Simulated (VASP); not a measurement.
# Na (Fd-3m) in VASP: notebook

Runs on Na. Level: PBE. Tasks: single point.

Everything below comes from runs of VASP 6.6.1. Logs are shortened: lines on timing, memory, paths and dates and some standing lists are left out, and cuts for length are marked.

### Step 1. The cell of the first run

The structure is cubic, space group Fd-3m (No. 227). The conventional cell has a = 7.570 Å, b = 7.570 Å, c = 7.570 Å, α = 90.00°, β = 90.00°, γ = 90.00°. Within 4.3 Å of Na (site symmetry -43m) lie 4 Na at 3.28 Å.

### Step 2. Single point, PBE

INCAR

```
PREC     = Accurate       # precision mode
ENCUT    = 520            # plane-wave cutoff, eV
EDIFF    = 1E-6           # SCF threshold, eV
ISMEAR   = -1             # smearing method
SIGMA    = 0.1            # smearing width, eV
LREAL    = F              # projectors in reciprocal space
LASPH    = T              # aspherical terms in the spheres
NELM     = 80             # most SCF steps
ALGO     = Normal         # electronic algorithm
ISIF     = 2              # what is computed and relaxed
LWAVE    = F              # write WAVECAR
LCHARG   = F              # write CHGCAR
GGA      = PE             # functional
NBANDS   = 14             # bands
```

KPOINTS

```
regular mesh
0
Gamma
  8 8 8
```

POSCAR

```
Na
1.0
    0.0000000000      3.7851577725      3.7851577725
    3.7851577725      0.0000000000      3.7851577725
    3.7851577725      3.7851577725      0.0000000000
Na
2
Direct
    0.1250000000      0.1250000000      0.1250000000
    0.8750000000      0.8750000000      0.8750000000
```

Potentials or basis: VASP PAW PBE potentials, release 64 (Na_pv).

Run with:

```
$ cat potpaw_PBE.64/Na_pv/POTCAR > POTCAR
$ mpirun -np 1 vasp_std > vasp.out
```

OUTCAR:

```text
PREC = Accurate
   ENCUT = 520
   EDIFF = 1E-6
   ISMEAR = -1
   LREAL = F
   LASPH = T
   NELM = 80
   ISIF = 2
   GGA = PE

 ion  position               nearest neighbor table
   1  0.125  0.125  0.125-
   2  0.875  0.875  0.875-

  LATTYP: Found a face centered cubic cell.
 ALAT       =     7.5703155450

  Lattice vectors:

 A1 = (   0.0000000000,   3.7851577725,   3.7851577725)
 A2 = (   3.7851577725,   0.0000000000,   3.7851577725)
 A3 = (   3.7851577725,   3.7851577725,   0.0000000000)

Analysis of symmetry for initial positions (statically):
=====================================================================
 Subroutine PRICEL returns:
 Original cell was already a primitive cell.

 Routine SETGRP: Setting up the symmetry group for a
 face centered cubic supercell.

 Subroutine GETGRP returns: Found 48 space group operations
 (whereof 12 operations were pure point group operations)
 out of a pool of 48 trial point group operations.

The static configuration has the point symmetry D_3d.
 The point group associated with its full space group is O_h .

Analysis of symmetry for dynamics (positions and initial velocities):
=====================================================================
 Subroutine PRICEL returns:
 Original cell was already a primitive cell.

 Routine SETGRP: Setting up the symmetry group for a
 face centered cubic supercell.

 Subroutine GETGRP returns: Found 48 space group operations
 (whereof 12 operations were pure point group operations)
 out of a pool of 48 trial point group operations.

The dynamic configuration has the point symmetry D_3d.
 The point group associated with its full space group is O_h .

 Subroutine INISYM returns: Found 48 space group operations
 (whereof 12 operations are pure point group operations),
 and found     1 'primitive' translations

----------------------------------------------------------------------------------------

                                     Primitive cell

  volume of cell :     108.4631

  direct lattice vectors                    reciprocal lattice vectors
     0.000000000  3.785157772  3.785157772    -0.132094890  0.132094890  0.132094890
     3.785157772  0.000000000  3.785157772     0.132094890 -0.132094890  0.132094890
     3.785157772  3.785157772  0.000000000     0.132094890  0.132094890 -0.132094890

  length of vectors
     5.353021458  5.353021458  5.353021458     0.228795061  0.228795061  0.228795061

  position of ions in fractional coordinates (direct lattice)
     0.125000000  0.125000000  0.125000000
     0.875000000  0.875000000  0.875000000

  ion indices of the primitive-cell ions
   primitive index   ion index
                 1           1
                 2           2

----------------------------------------------------------------------------------------

 KPOINTS: regular mesh

Automatic generation of k-mesh.
 Grid dimensions read from file:
 generate k-points for:    8    8    8

 Generating k-lattice:

  Cartesian coordinates                     Fractional coordinates (reciprocal lattice)
    -0.016511861  0.016511861  0.016511861     0.125000000  0.000000000  0.000000000
     0.016511861 -0.016511861  0.016511861     0.000000000  0.125000000  0.000000000
     0.016511861  0.016511861 -0.016511861     0.000000000  0.000000000  0.125000000

  Length of vectors
     0.028599383  0.028599383  0.028599383

  Shift w.r.t. Gamma in fractional coordinates (k-lattice)
     0.000000000  0.000000000  0.000000000

 Subroutine IBZKPT returns following result:
 ===========================================

 Found     29 irreducible k-points:

 Following reciprocal coordinates:
            Coordinates               Weight
  0.000000  0.000000  0.000000      1.000000
  0.125000  0.000000  0.000000      8.000000
  0.250000  0.000000  0.000000      8.000000
  0.375000  0.000000  0.000000      8.000000
  0.500000  0.000000  0.000000      4.000000
  0.125000  0.125000  0.000000      6.000000
[... 16 lines left out ...]
  0.500000  0.250000  0.125000     48.000000
 -0.375000  0.250000  0.125000     24.000000
 [... further k-points ...]
   k-points           NKPTS =     29   k-points in BZ     NKDIM =     29   number of bands    NBANDS=     14
   number of dos      NEDOS =    301   number of ions     NIONS =      2
   total plane-waves  NPLWV =  64000
   dimension x,y,z NGX =    40 NGY =   40 NGZ =   40
   dimension x,y,z NGXF=    80 NGYF=   80 NGZF=   80
   ions per type =               2
   NGX,Y,Z   is equivalent  to a cutoff of  12.42, 12.42, 12.42 a.u.
   NGXF,Y,Z  is equivalent  to a cutoff of  24.85, 24.85, 24.85 a.u.
 SYSTEM =  unknown system
   PREC   = accura    normal or accurate (medium, high low for compatibility)
   ISTART =      0    job   : 0-new  1-cont  2-samecut
   ICHARG =      2    charge: 1-file 2-atom 10-const
   ISPIN  =      1    spin polarized calculation?
   LNONCOLLINEAR =      F non collinear calculations
   LSORBIT =      F    spin-orbit coupling
   LASPH  =      T    aspherical Exc in radial PAW
   ENCUT  =  520.0 eV  38.22 Ry    6.18 a.u.   9.95  9.95  9.95*2*pi/ulx,y,z
   NELM   =     80;   NELMIN=  2; NELMDL= -5     # of ELM steps
   EDIFF  = 0.1E-05   stopping-criterion for ELM
   LREAL  =      F    real-space projection
   EDIFFG = 0.1E-04   stopping-criterion for IOM
   NSW    =      0    number of steps for IOM
   IBRION =     -1    ionic relax: 0-MD 1-quasi-New 2-CG
   NFREE  =      0    steps in history (QN), initial steepest desc. (CG)
   ISIF   =      2    stress and relaxation
   ISYM   =      2    0-nonsym 1-usesym 2-fastsym
   POTIM  = 0.5000    time-step for ionic-motion
   TEBEG  =    0.0;   TEEND  =   0.0 temperature during run
   PSTRESS=    0.0 pullay stress
   NELECT =      14.0000    total number of electrons
   NUPDOWN=      -1.0000    fix difference up-down
   EMIN   =  10.00;   EMAX   =-10.00  energy-range for DOS
   EFERMI =   0.00;   METHOD = LEGACY
   ISMEAR =    -1;   SIGMA  =   0.10  broadening in eV -4-tet -1-fermi 0-gaus
   EFERMI_NEDOS =   21; number of points for ismear=-14 and -15
   IALGO  =     38    algorithm
   IMIX   =      4    mixing-type and parameters
     AMIX     =   0.40;   BMIX     =  1.00
     AMIX_MAG =   1.60;   BMIX_MAG =  1.00
  volume/ion in A,a.u.               =      54.23       365.97
  Fermi-wavevector in a.u.,A,eV,Ry     =   0.827352  1.563468  9.313337  0.684511
  Thomas-Fermi vector in A             =   1.939541
   LORBIT       =      0    0 simple, 1 ext, 2 COOP (PROOUT), +10 PAW based schemes
   GGA     = PE    functional components
   LHFCALC =     F    Hartree Fock is set to
   AEXX    =    0.0000 exact exchange contribution
   IVDW    =     0    specifies the selected vdW correction
   LEPSILON=     F    determine dielectric tensor
   LRPA    =     F    only Hartree local field effects (RPA)
 non-spin polarized calculation
  energy-cutoff  :      520.00
  volume of cell :      108.46
 maximum number of plane-waves:      2954
   NGX = 19   NGY = 19   NGZ = 19

 number of electron      13.9999987 magnetization

 Free energy of the ion-electron system (eV)
  ---------------------------------------------------
  ext. energy  EPLUGINS =         0.00000000
  ---------------------------------------------------
  free energy    TOTEN  =        -1.96665661 eV

  energy without entropy =       -1.93136511  energy(sigma->0) =       -1.94901086

 E-fermi :  -0.6108     XC(G=0):  -5.5040

 val. band max:       -0.6296451997   @ k =   0.5000   0.1250   0.0000
 cond. band min:      -0.5970433699   @ k =  -0.3750   0.2500   0.1250
 fundamental gap:      0.0326018298
 Fermi energy:        -0.6108377612

 k-point     1 :       0.0000    0.0000    0.0000
  band No.  band energies     occupation
      1     -26.0215      2.00000
      2     -26.0214      2.00000
      3     -26.0214      2.00000
      4     -25.9872      2.00000
      5     -25.9872      2.00000
      6     -25.9872      2.00000
      7      -3.1536      2.00000
      8       3.9918      0.00000
      9       3.9918      0.00000
     10       3.9918      0.00000
     11       4.3153      0.00000
     12       4.3153      0.00000
     13       4.3153      0.00000
     14       6.0077      0.00000

 k-point     2 :       0.1250    0.0000    0.0000
  band No.  band energies     occupation
      1     -26.0220      2.00000
      2     -26.0220      2.00000
      3     -26.0213      2.00000
      4     -25.9875      2.00000
      5     -25.9867      2.00000
      6     -25.9867      2.00000
      7      -3.0293      2.00000
      8       2.7100      0.00000
      9       3.6438      0.00000
     10       3.6438      0.00000
     11       4.6073      0.00000
     12       4.8010      0.00000
     13       4.8010      0.00000
     14       5.8313      0.00000

 k-point     3 :       0.2500    0.0000    0.0000
  band No.  band energies     occupation
      1     -26.0233      2.00000
      2     -26.0233      2.00000
      3     -26.0209      2.00000
      4     -25.9882      2.00000
      5     -25.9855      2.00000
      6     -25.9854      2.00000
      7      -2.6590      2.00000
      8       1.2451      0.00000
      9       3.3669      0.00000
     10       3.3669      0.00000
     11       4.4612      0.00000
     12       4.7302      0.00000
     13       4.7302      0.00000
     14       5.8980      0.00000

 k-point     4 :       0.3750    0.0000    0.0000
  band No.  band energies     occupation
      1     -26.0245      2.00000
      2     -26.0245      2.00000
      3     -26.0205      2.00000
      4     -25.9889      2.00000
      5     -25.9843      2.00000
      6     -25.9843      2.00000
      7      -2.0548      2.00000
      8      -0.0391      0.00655
      9       3.2646      0.00000
     10       3.2646      0.00000
     11       4.2285      0.00000
     12       4.2285      0.00000
     13       4.4046      0.00000
     14       5.3387      0.00000

 k-point     5 :       0.5000    0.0000    0.0000
  band No.  band energies     occupation
      1     -26.0250      2.00000
      2     -26.0250      2.00000
      3     -26.0203      2.00000
      4     -25.9892      2.00000
      5     -25.9838      2.00000
      6     -25.9838      2.00000
      7      -1.4208      1.99939
      8      -0.9019      1.89670
      9       3.2601      0.00000
     10       3.2601      0.00000
     11       4.0183      0.00000
[... 276 lines left out ...]
 k-point    22 :       0.3750    0.2500    0.1250
  band No.  band energies     occupation
      1     -26.0261      2.00000
      2     -26.0248      2.00000
      3     -26.0170      2.00000
      4     -25.9921      2.00000
      5     -25.9840      2.00000
      6     -25.9828      2.00000
      7      -2.3310      2.00000
      8       1.4879      0.00000
      9       1.5838      0.00000
     10       2.7631      0.00000
     11       4.1283      0.00000
     12       4.1805      0.00000
     13       5.3470      0.00000
     14       6.4048      0.00000

 k-point    23 :       0.5000    0.2500    0.1250
  band No.  band energies     occupation
      1     -26.0277      2.00000
      2     -26.0258      2.00000
      3     -26.0149      2.00000
      4     -25.9944      2.00000
      5     -25.9830      2.00000
      6     -25.9814      2.00000
      7      -1.7292      1.99997
      8       0.2658      0.00031
      9       1.4757      0.00000
     10       2.1792      0.00000
     11       4.0825      0.00000
     12       4.7151      0.00000
     13       5.3442      0.00000
     14       6.5163      0.00000

 k-point    24 :      -0.3750    0.2500    0.1250
  band No.  band energies     occupation
      1     -26.0282      2.00000
      2     -26.0263      2.00000
      3     -26.0139      2.00000
      4     -25.9954      2.00000
      5     -25.9825      2.00000
      6     -25.9810      2.00000
      7      -1.0918      1.98382
      8      -0.5970      0.93114
      9       1.5336      0.00000
     10       1.8968      0.00000
     11       4.1427      0.00000
     12       4.4615      0.00000
     13       6.2647      0.00000
     14       6.8340      0.00000

 [... further k-points ...]

------------------------ aborting loop because EDIFF is reached ----------------------------------------

  FORCE on cell =-STRESS in cart. coord.  units (eV):
  Direction    XX          YY          ZZ          XY          YZ          ZX
  --------------------------------------------------------------------------------------
  -------------------------------------------------------------------------------------
  Total        0.0121997      0.0121997      0.0121997      0.0000000     -0.0000000      0.0000000
  in kB        0.1802093      0.1802093      0.1802093      0.0000000     -0.0000000      0.0000000
  external PRESSURE =       0.1802093 kB  Pullay stress =       0.0000000 kB

 VOLUME and BASIS-vectors are now :
 -----------------------------------------------------------------------------
  energy-cutoff  :      520.00
  volume of cell :      108.46
      direct lattice vectors                 reciprocal lattice vectors
     0.000000000  3.785157772  3.785157772    -0.132094890  0.132094890  0.132094890
     3.785157772  0.000000000  3.785157772     0.132094890 -0.132094890  0.132094890
     3.785157772  3.785157772  0.000000000     0.132094890  0.132094890 -0.132094890

 POSITION                                       TOTAL-FORCE (eV/Angst)
 -----------------------------------------------------------------------------------
      0.94629      0.94629      0.94629         0.000000      0.000000      0.000000
      6.62403      6.62403      6.62403        -0.000000     -0.000000     -0.000000
 -----------------------------------------------------------------------------------
    total drift:                                0.000000      0.000000     -0.000000

  FREE ENERGIE OF THE ION-ELECTRON SYSTEM (eV)
  ---------------------------------------------------
  free  energy   TOTEN  =        -1.9666566066 eV

  energy  without entropy=       -1.9313651091  energy(sigma->0) =       -1.94901086
```

Wall time 10 s (1 thread of Intel Xeon 6975P-C (Granite Rapids), shared host); peak memory 0.23 GiB.

What came out:

```
Free energy            : -1.9667 eV
Pressure               : 0.0 GPa
Band gap on the k mesh : zero (band 7 reaches -0.18 eV, above the bottom of band 8 at -0.90 eV)
```

[end of part 1 of 2]
